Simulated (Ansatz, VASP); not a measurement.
# Te2Mo: VASP beside Ansatz

```
Te Mo
1.0
     3.54026    0.00000    0.00000
    -1.77013    3.06596    0.00000
     0.00000    0.00000   22.00656
Te Mo
6 3
Cartesian
  0.0000 0.0000 20.2115
  0.0000 2.0440 13.1211
  0.0000 2.0440 5.2955
  0.0000 2.0440 16.7111
  0.0000 2.0440 8.8855
  0.0000 0.0000 1.7950
  0.0000 0.0000 14.9155
  0.0000 0.0000 7.0911
  0.0000 2.0440 0.0000
```

Alike in both runs: functional r2SCAN; dispersion rVV10; k mesh 9 × 9 × 2; occupations gaussian, width 0.02 eV; no spin polarisation.

Ansatz relaxed the structure, and its values are those at the end. VASP's run is a single point on that final structure, the one shown.

```csv
,VASP,Ansatz
version,VASP 6.6.1,Ansatz 0.2.0
potentials or method,"VASP PAW PBE potentials, release 64 (Te, Mo_sv), cutoff 550 eV","scalar-relativistic, plane waves, PAW"
valence electrons in the cell,78,138
```

|  | VASP | Ansatz | Ansatz less VASP |
| --- | --- | --- | --- |
| gap on the k mesh at the Fermi level (eV) | 1.01 | 1.02 | +0.005 |
| least direct gap on the mesh (eV) | 1.11 | 1.10 | -0.002 |
| pressure (GPa) | 0.4 | 0.0 | -0.40 |
| rms of the force components (eV/Å) | 0.025 | 0.000 | -0.0247 |

VASP's potentials were made for PBE, not for r2SCAN. VASP's potentials hold 78 valence electrons a cell and Ansatz's 138, so a difference there can come from the potentials and not from the codes.

Spin-orbit coupling is off throughout.
